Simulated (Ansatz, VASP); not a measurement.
# One calculation of Si4Mo3, two programs

```xyz
7
Lattice="3.1901 0.0000 0.0000 0.0000 3.1901 0.0000 0.0000 0.0000 22.8214" Properties=species:S:1:pos:R:3 pbc="T T T"
Mo    1.5950    1.5950    7.6020
Mo    0.0000    0.0000   11.4107
Mo    1.5950    1.5950   15.2193
Si    0.0000    0.0000    8.7361
Si    1.5950    1.5950   10.0937
Si    1.5950    1.5950   12.7277
Si    0.0000    0.0000   14.0853
```

Alike in both runs: functional PBEsol; k mesh 11 × 11 × 1; occupations gaussian, width 0.1 eV; no spin polarisation.

Ansatz relaxed the structure, and its values are those at the end. VASP's run is a single point on that final structure, the one shown.

|  | VASP | Ansatz |
| --- | --- | --- |
| version | VASP 6.6.1 | Ansatz 0.2.0 |
| potentials or method | VASP PAW PBE potentials, release 64 (Mo_sv, Si), cutoff 520 eV | scalar-relativistic, plane waves, PAW |
| valence electrons in the cell | 58 | 58 |

VASP gave:

```
gap on the k mesh at the Fermi level (eV) : none
rms of the force components (eV/Å)        : 0.009
```

Problem. What did Ansatz give for the same quantities?

Solution. gap on the k mesh at the Fermi level (eV): none; rms of the force components (eV/Å): 0.002.

VASP's potentials were made for PBE, not for PBEsol. A gap of «none» marks a metal or a gap that the smearing closes. The functional is the same, so the differences come from potentials, cutoffs and numerics. Ansatz's warnings: xc potential rough in thin density.
